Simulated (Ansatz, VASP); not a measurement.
**One calculation of Ge, two programs**

Contents of INCAR:

```
SYSTEM = Ge
PREC = Accurate
ENCUT = 520
EDIFF = 1E-6
ISMEAR = 0
SIGMA = 0.15
LREAL = .False.
LASPH = .True.
NELM = 100
ALGO = Normal
ISIF = 2
LWAVE = .False.
LCHARG = .False.
GGA = PS
IVDW = 12
NBANDS = 21
```

Contents of KPOINTS:

```
regular mesh
0
Gamma
  18 18 10
  0 0 0
```

Contents of POSCAR:

```
Ge
1.0
    1.4880529250     -2.5946896100      0.0000000000
    1.4880529250      2.5946896100      0.0000000000
    0.0000000000      0.0000000000      4.7275957900
Ge
2
Direct
    0.6665533700      0.3334466300      0.2500000000
    0.3334466300      0.6665533700      0.7500000000
```

Input for Ansatz:

```yaml
crystal:
  lattice:
    - [1.488052925, -2.59468961, 0.0]
    - [1.488052925, 2.59468961, 0.0]
    - [0.0, 0.0, 4.72759579]
  atoms:
    - { symbol: Ge, position: [0.66655337, 0.33344663, 0.25] }
    - { symbol: Ge, position: [0.33344663, 0.66655337, 0.75] }
basis:
  ecutwfc: 420
kpoints:
  mp_grid: { grid: [18, 18, 10] }
hamiltonian:
  xc: pbesol
  dispersion: d3bj
scf:
  occupations: { method: gaussian, width: 0.15 }
output:
  forces: true
  stress: true
  eigenvalues: true
```

Alike in both runs: task single point; functional PBEsol; dispersion D3(BJ); k mesh 18 × 18 × 10; occupations gaussian, width 0.15 eV; no spin polarisation.

```csv
,VASP,Ansatz
version,VASP 6.6.1,Ansatz 0.2.0
potentials or method,"VASP PAW PBE potentials, release 64 (Ge_d), cutoff 520 eV","scalar-relativistic, plane waves, PAW"
valence electrons in the cell,28,28
```

Ansatz gave:

```
gap on the k mesh at the Fermi level (eV)                     : none
pressure (GPa)                                                : -2.7
traceless stress, the component that is largest in VASP (GPa) : 0.19
```

Task: Which values does VASP return?

Result: gap on the k mesh at the Fermi level (eV): none; pressure (GPa): -2.6; traceless stress, the component that is largest in VASP (GPa): 0.18.

VASP's potentials were made for PBE, not for PBEsol. A gap of «none» marks a metal or a gap that the smearing closes.
